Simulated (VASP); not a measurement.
Si4B: single point with PBE

Crystal: Si4B.

```
Si B
1.0
     5.88418    0.00000    0.00000
     0.00000    5.88418    0.00000
     0.00000    0.00000    2.87119
Si B
4 1
Direct
  0.28893 0.00000 0.50000
  0.71107 0.00000 0.50000
  0.00000 0.28893 0.50000
  0.00000 0.71107 0.50000
  0.00000 0.00000 0.00000
```

```yaml
Program: VASP 6.6.1
Task: single point
Functional: PBE
Potentials_or_basis: VASP PAW PBE potentials, release 64 (Si, B)
Cutoff: 500 eV
k_mesh: 3 × 3 × 6
Occupations: gaussian, width 0.2 eV
Spin: no spin polarisation
```

- Pressure: 0.1 GPa
- Largest force: 0.053 eV/Å

Forces in eV/Å, atoms in the order of the input:
```
Si  -0.053  0.000  0.000
Si   0.053  0.000  0.000
Si   0.000 -0.053  0.000
Si   0.000  0.053  0.000
B    0.000  0.000  0.000
```

Stress tensor (GPa, compression positive):
```
-0.05  0.00  0.00
 0.00 -0.05  0.00
 0.00  0.00  0.27
```

Levels at points of the mesh, in eV from the Fermi level:
| k point | band 5 | band 6 | band 7 | band 8 | band 9 | band 10 | band 11 | band 12 | band 13 | band 14 |
| --- | --- | --- | --- | --- | --- | --- | --- | --- | --- | --- |
| (0.00, 0.00, 0.00) | -7.27 | -3.17 | -0.53 | -0.53 | -0.40 | 1.99 | 1.99 | 2.53 | 3.44 | 4.64 |
| (0.00, 0.00, 0.50) | -5.38 | -4.87 | -4.64 | -4.64 | -2.44 | -0.99 | -0.97 | 2.56 | 2.56 | 4.29 |

It took 45 s on 1 thread of Intel Xeon 8259CL (shared host), peak memory 0.22 GiB.

Caveat: the k points lie up to 0.36 Å⁻¹ apart.
